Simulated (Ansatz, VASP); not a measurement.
**AlP: VASP beside Ansatz**

File INCAR:

```
SYSTEM = AlP
ALGO = Normal
EDIFF = 1E-6
ENCUT = 500
GGA = PS
GGA_COMPAT = .FALSE.
ISIF = 2
ISMEAR = 0
LASPH = .TRUE.
LCHARG = .TRUE.
LELF = .TRUE.
LREAL = .FALSE.
LVHAR = .TRUE.
LWAVE = .FALSE.
NBANDS = 11
NELM = 120
PREC = Accurate
SIGMA = 0.02
```

KPOINTS

```
k-points
0
G
  8 8 8
  0 0 0
```

The input POSCAR:

```
AlP
1.0
    0.0000000000      2.7351565845      2.7351565845
    2.7351565845      0.0000000000      2.7351565845
    2.7351565845      2.7351565845      0.0000000000
Al P
1 1
Direct
    0.0000000000      0.0000000000      0.0000000000
    0.2500000000      0.2500000000      0.2500000000
```

Input for Ansatz:

```yaml
crystal:
  lattice:
    - [0.0, 2.7351565845, 2.7351565845]
    - [2.7351565845, 0.0, 2.7351565845]
    - [2.7351565845, 2.7351565845, 0.0]
  atoms:
    - { symbol: Al, position: [0.0, 0.0, 0.0] }
    - { symbol: P, position: [0.25, 0.25, 0.25] }
basis:
  ecutwfc: 600.0
kpoints:
  mp_grid: { grid: [8, 8, 8] }
hamiltonian:
  xc: pbesol
  pseudopotentials: { kind: paw, azcp: { folder: soft_1 } }
scf:
  occupations: { method: gaussian, width: 0.02 }
output:
  forces: true
  stress: true
  eigenvalues: true
```

Alike in both runs: task single point; functional PBEsol; k mesh 8 × 8 × 8; occupations gaussian, width 0.02 eV; no spin polarisation.

```csv
,VASP,Ansatz
version,VASP 6.6.1,Ansatz 0.2.0
potentials or method,"VASP PAW PBE potentials, release 64 (Al, P), cutoff 500 eV","scalar-relativistic, plane waves, PAW"
valence electrons in the cell,8,8
```

|  | VASP | Ansatz | Ansatz less VASP |
| --- | --- | --- | --- |
| gap on the k mesh at the Fermi level (eV) | 1.45 | 1.45 | +0.002 |
| least direct gap on the mesh (eV) | 3.16 | 3.15 | -0.006 |
| pressure (GPa) | 0.0 | 0.0 | -0.04 |

VASP's potentials were made for PBE, not for PBEsol, and Ansatz warns of the same on its side. With one functional, cell and mesh, what is left measures potentials, basis and numerics.
